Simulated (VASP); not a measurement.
Input of a VASP 6.6.1 run:

The input INCAR:

```
SYSTEM = Cl
PREC     = Accurate       ! precision mode
ENCUT    = 500            ! plane-wave cutoff, eV
EDIFF    = 1E-6           ! SCF threshold, eV
ISMEAR   = -1             ! smearing method
SIGMA    = 0.1            ! smearing width, eV
LREAL    = .False.        ! projectors in reciprocal space
LASPH    = .True.         ! aspherical terms in the spheres
NELM     = 120            ! most SCF steps
ALGO     = Normal         ! electronic algorithm
ISIF     = 2              ! what is computed and relaxed
LWAVE    = .False.        ! write WAVECAR
LCHARG   = .False.        ! write CHGCAR
GGA      = CA             ! functional
NBANDS   = 10             ! bands
GGA_COMPAT= .False.
```

Contents of KPOINTS:

```
Automatic mesh
0
Gamma
  5 5 5
  0 0 0
```

POSCAR

```
Cl
1.0
    0.0000000000      3.2740000000      3.2740000000
    3.2740000000      0.0000000000      3.2740000000
    3.2740000000      3.2740000000      0.0000000000
Cl
1
Direct
    0.5000000000      0.5000000000      0.5000000000
```

Potentials or basis: VASP PAW LDA potentials, release 64 (Cl).

Command:

```bash
$ cat potpaw_LDA.64/Cl/POTCAR > POTCAR
$ mpirun -np 1 vasp_std > vasp.out
```

**Question.** Predict the pressure.

**Answer.** -0.9 GPa.

Caveat: an odd number of electrons without spin polarisation forces a metal; a magnetic or distorted state may lie lower.
